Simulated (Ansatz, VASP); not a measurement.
# One calculation of Ni, two programs

File INCAR:

```
  PREC = Accurate
  ENCUT = 690
  EDIFF = 1E-6
  ISMEAR = -1
  SIGMA = 5E-4
  LREAL = F
  LASPH = T
  NELM = 200
  ALGO = Normal
  ISIF = 2
  LWAVE = F
  LCHARG = T
  ISPIN = 2
  MAGMOM = 2
  LORBIT = 11
  LMAXMIX = 4
  GGA = PS
  LELF = T
  LVHAR = T
  NBANDS = 19
  GGA_COMPAT = F
```

The input KPOINTS:

```
regular mesh
0
Gamma
  14 14 14
```

The input POSCAR:

```
Ni
1.0
    0.0000000000      1.7775500000      1.7775500000
    1.7775500000      0.0000000000      1.7775500000
    1.7775500000      1.7775500000      0.0000000000
Ni
1
Direct
    0.0000000000      0.0000000000      0.0000000000
```

Input for Ansatz:

```yaml
crystal:
  lattice:
    - [0.0, 1.77755, 1.77755]
    - [1.77755, 0.0, 1.77755]
    - [1.77755, 1.77755, 0.0]
  atoms:
    - { symbol: Ni, position: [0.0, 0.0, 0.0], spin: 2.0 }
magnetization:
  spin_polarized: true
hamiltonian:
  xc: pbesol
  pseudopotentials: { kind: paw }
basis:
  ecutwfc: 420
kpoints:
  mp_grid: { grid: [14, 14, 14] }
scf:
  occupations: { method: fermi_dirac, width: 0.0005 }
  lower_state_search: "off"
  algorithm: density_mixing
  max_iter: 50
  mixing: {}
output:
  forces: true
  stress: true
```

Alike in both runs: task single point; functional PBEsol; k mesh 14 × 14 × 14; occupations fermi-dirac, width 0.0005 eV; collinear spin.

|  | VASP | Ansatz |
| --- | --- | --- |
| version | VASP 6.6.1 | Ansatz 0.2.0 |
| potentials or method | VASP PAW PBE potentials, release 64 (Ni_sv_GW), cutoff 690 eV | PAW, plane waves, scalar-relativistic |
| valence electrons in the cell | 18 | 18 |

```tsv
	VASP	Ansatz	Ansatz less VASP
pressure (GPa)	-15.5	-15.4	+0.15
net moment per atom (μB)	0.68	0.59	-0.096
size of the moment on the site where the two differ most (μB)	0.73	0.62	-0.101
```

VASP's potentials were made for PBE, not for PBEsol. Site moments also hang on the region over which each program counts them. The functional is the same, so the differences come from potentials, cutoffs and numerics.
